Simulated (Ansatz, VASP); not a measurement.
# AsSe3 in VASP and in Ansatz

```
CELL_PARAMETERS angstrom
7.53966 0.00000 0.00000
-3.76983 6.52954 0.00000
0.00000 0.00000 3.71816
ATOMIC_POSITIONS crystal
As 0.33333 0.66667 0.75000
As 0.66667 0.33333 0.25000
Se 0.18061 0.36121 0.25000
Se 0.63879 0.81939 0.25000
Se 0.18061 0.81939 0.25000
Se 0.81939 0.63879 0.75000
Se 0.36121 0.18061 0.75000
Se 0.81939 0.18061 0.75000
```

Change from the starting cell: species swapped into the Zn3Rh type (P6_3/mmc, No. 194).

Alike in both runs: functional PBE; k mesh 3 × 3 × 6; occupations gaussian, width 0.1 eV; no spin polarisation.

Ansatz relaxed the structure, and its values are those at the end. VASP's run is a single point on that final structure, the one shown.

```csv
,VASP,Ansatz
version,VASP 6.6.1,Ansatz 0.2.0
potentials or method,"VASP PAW PBE potentials, release 64 (As, Se), cutoff 520 eV","scalar-relativistic, plane waves, PAW"
valence electrons in the cell,46,126
```

|  | VASP | Ansatz | Ansatz less VASP |
| --- | --- | --- | --- |
| gap on the k mesh at the Fermi level (eV) | none | none | - |
| pressure (GPa) | 0.0 | 0.0 | -0.04 |
| rms of the force components (eV/Å) | 0.015 | 0.012 | -0.0026 |

A gap of «none» marks a metal or a gap that the smearing closes. The functional is the same, so the differences come from potentials, cutoffs and numerics. VASP's potentials hold 46 valence electrons a cell and Ansatz's 126, so a difference there can come from the potentials and not from the codes.
